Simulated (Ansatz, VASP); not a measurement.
**One calculation of NaCl, two programs**

Contents of POSCAR:

```
NaCl
1.0
    0.0000000000      2.8928830000      2.8928830000
    2.8928830000      0.0000000000      2.8928830000
    2.8928830000      2.8928830000      0.0000000000
Na Cl
1 1
Direct
    0.0000000000      0.0000000000      0.0000000000
    0.5000000000      0.5000000000      0.5000000000
```

The input INCAR.step1:

```
PREC = Accurate
ENCUT = 520
ISMEAR = 1
SIGMA = 0.0138
LREAL = False
LASPH = True
NELM = 80
NBANDS = 14
GGA = PE
ALGO = Normal
EDIFF = 1E-4
LWAVE = True
LCHARG = False
```

File INCAR.step2:

```
PREC = Accurate
ENCUT = 520
EDIFF = 1E-7
ISMEAR = 1
SIGMA = 0.0138
LREAL = False
LASPH = True
NELM = 80
ALGO = Normal
ISIF = 2
LWAVE = False
LCHARG = False
METAGGA = R2SCAN
LMIXTAU = True
NBANDS = 14
ISTART = 1
```

Contents of KPOINTS:

```
Automatic mesh
0
Gamma
  5 5 5
```

Input for Ansatz:

```yaml
crystal:
  lattice:
    - [0.0, 2.892883, 2.892883]
    - [2.892883, 0.0, 2.892883]
    - [2.892883, 2.892883, 0.0]
  atoms:
    - { symbol: Na, position: [0.0, 0.0, 0.0] }
    - { symbol: Cl, position: [0.5, 0.5, 0.5] }
  symmetry: { tolerance: 0.0003 }
kpoints:
  mp_grid: { grid: [5, 5, 5], shift: [0, 0, 0] }
magnetization:
  spin_polarized: false
scf:
  occupations: { method: cold, width: 0.0138 }
hamiltonian:
  pseudopotentials: { kind: paw }
  xc: r2scan
basis:
  ecutwfc: 500
output:
  forces: true
  stress: true
  eigenvalues: true
```

Alike in both runs: task single point; functional r2SCAN; k mesh 5 × 5 × 5; no spin polarisation.

```csv
,VASP,Ansatz
version,VASP 6.6.1,Ansatz 0.2.0
potentials or method,"VASP PAW PBE potentials, release 64 (Na_pv, Cl), cutoff 520 eV",PAW plane waves
occupations,"methfessel-paxton of order 1, width 0.0138 eV","cold, width 0.0138 eV"
valence electrons in the cell,14,16
```

```csv
,VASP,Ansatz,Ansatz less VASP
gap on the k mesh at the Fermi level (eV),5.62,5.60,-0.023
pressure (GPa),-2.3,-2.1,+0.26
```

VASP's potentials were made for PBE, not for r2SCAN. VASP's potentials hold 14 valence electrons a cell and Ansatz's 16, so a difference there can come from the potentials and not from the codes.
